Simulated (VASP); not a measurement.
Ru: single point with PBEsol

Crystal: Ru.

```xyz
2
Lattice="2.7164 0.0000 0.0000 -1.3582 2.3525 0.0000 0.0000 0.0000 4.2264" Properties=species:S:1:pos:R:3 pbc="T T T"
Ru    0.0000    1.5683    1.0566
Ru    1.3582    0.7842    3.1698
```

This cell differs from its parent crystal: biaxial strain in the a-b plane: +1.0 %.

```yaml
Program: VASP 6.6.1
Task: single point
Functional: PBEsol
Potentials_or_basis: VASP PAW PBE potentials, release 64 (Ru_pv)
Cutoff: 520 eV
k_mesh: 24 × 24 × 12
Occupations: gaussian, width 0.1 eV
Spin: no spin polarisation
```

| Item | Value |
| --- | --- |
| Pressure | -4.4 GPa |
| Band gap on the k mesh | zero (bands 14 and 15 overlap by 3.24 eV) |

Stress tensor (GPa, compression positive):
```
-6.41  0.00  0.00
 0.00 -6.41  0.00
 0.00  0.00 -0.32
```

Levels at points of the mesh, in eV from the Fermi level:
```tsv
k point	band 10	band 11	band 12	band 13	band 14	band 15	band 16	band 17	band 18	band 19
(0.00, 0.00, 0.00)	-2.66	-2.31	-1.93	-1.93	-1.55	-1.55	1.18	1.18	1.42	10.21
(0.50, 0.00, 0.00)	-3.19	-2.02	-1.91	-1.47	1.33	1.79	2.00	4.02	6.06	11.06
(0.00, 0.00, 0.50)	-2.88	-2.88	-2.88	-2.68	-2.68	0.55	0.55	0.55	0.55	10.25
(0.50, 0.00, 0.50)	-4.54	-1.15	-1.15	0.40	0.40	1.61	1.61	3.35	3.35	10.22
```

It took 5.6 min on 1 thread of Intel Xeon 8259CL, with other jobs on the host, peak memory 0.29 GiB.

Caveat: the cell differs from its parent crystal (biaxial strain in the a-b plane: +1.0 %); the stress differs along the axes, from -6 to -0 GPa; the PAW data sets were made with another functional, which shifts forces and pressure a little.
